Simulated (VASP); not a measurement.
A run of VASP 6.6.1:

INCAR

```
SYSTEM = Al3C2
PREC = Accurate ; ENCUT = 520
EDIFF = 1E-7 ; ISMEAR = 0
SIGMA = 0.1 ; LREAL = .False.
LASPH = .True. ; NELM = 100
ALGO = Normal ; ISIF = 2
LWAVE = .False. ; LCHARG = .False.
GGA = PE ; NBANDS = 16
```

The input KPOINTS:

```
regular mesh
0
Gamma
  12 12 6
  0 0 0
```

POSCAR

```
Al3C2
1.0
    3.1379233234      0.0000000000      0.0000000000
   -1.5689616617      2.7175213132      0.0000000000
    0.0000000000      0.0000000000      6.8327000937
Al C
3 2
Direct
    0.0000000000      0.0000000000      0.0000000000
    0.3333333333      0.6666666667      0.6902031897
    0.6666666667      0.3333333333      0.3097968103
    0.3333333333      0.6666666667      0.1834609157
    0.6666666667      0.3333333333      0.8165390843
```

Potentials or basis: VASP PAW PBE potentials, release 64 (Al, C).

The run is started by

```bash
$ cat potpaw_PBE.64/Al/POTCAR potpaw_PBE.64/C/POTCAR > POTCAR
$ mpirun -np 1 vasp_std > vasp.out
```

Hardware: 1 thread of Intel(R) Xeon(R) 6975P-C (Granite Rapids), with other jobs on the host.

Q: Estimate the wall time of this run.

A: It took 51 s on 1 thread of Intel(R) Xeon(R) 6975P-C (Granite Rapids), with other jobs on the host, peak memory 0.21 GiB. Counts: scf iterations 15, k points 100.
